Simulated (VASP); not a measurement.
Here is a VASP 6.6.1 calculation.

Contents of INCAR:

```
SYSTEM = Cu
  PREC = Accurate
  ENCUT = 600
  EDIFF = 1E-7
  ISMEAR = -1
  SIGMA = 0.05
  LREAL = .False.
  LASPH = .True.
  NELM = 120
  ALGO = Normal
  ISIF = 3
  LWAVE = .False.
  LCHARG = .False.
  GGA = PS
  IBRION = 2
  NSW = 60
  EDIFFG = -0.01
  PSTRESS = 20.0
  GGA_COMPAT = .False.
  NELMIN = 4
```

The input KPOINTS:

```
regular mesh
0
Gamma
  13 13 13
  0 0 0
```

POSCAR

```
Cu
1.0
    0.0000000000      1.8075000000      1.8075000000
    1.8075000000      0.0000000000      1.8075000000
    1.8075000000      1.8075000000      0.0000000000
Cu
1
Direct
    0.0000000000      0.0000000000      0.0000000000
```

Potentials or basis: VASP PAW PBE potentials, release 64 (Cu).

Launch:

```console
$ cat potpaw_PBE.64/Cu/POTCAR > POTCAR
$ mpirun -np 1 vasp_std > vasp.out
```

Task: Predict the relaxed volume.

Result: 11.23 Å³/atom.

Task: What does it give for the band gap on the k mesh?

Result: Zero (an odd number of electrons rules out a gap without spin polarisation).

Task: Predict the relaxed cell.

Result: a = 2.513 Å, b = 2.513 Å, c = 2.513 Å, α = 60.00°, β = 60.00°, γ = 60.00°.

Task: What does it give for the space group after relaxing (to 0.1 Å)?

Result: Fm-3m (No. 225).

Final structure:
```yaml
crystal:
  lattice:
    - [0.00000, 1.77714, 1.77714]
    - [1.77714, 0.00000, 1.77714]
    - [1.77714, 1.77714, 0.00000]
  atoms:
    - { symbol: Cu, position: [0.00000, 0.00000, 0.00000] }
```

Caveat: the cell is relaxed towards a set pressure, so the run minimises the enthalpy, not the energy; the PAW data sets were made with another functional, which shifts forces and pressure a little.
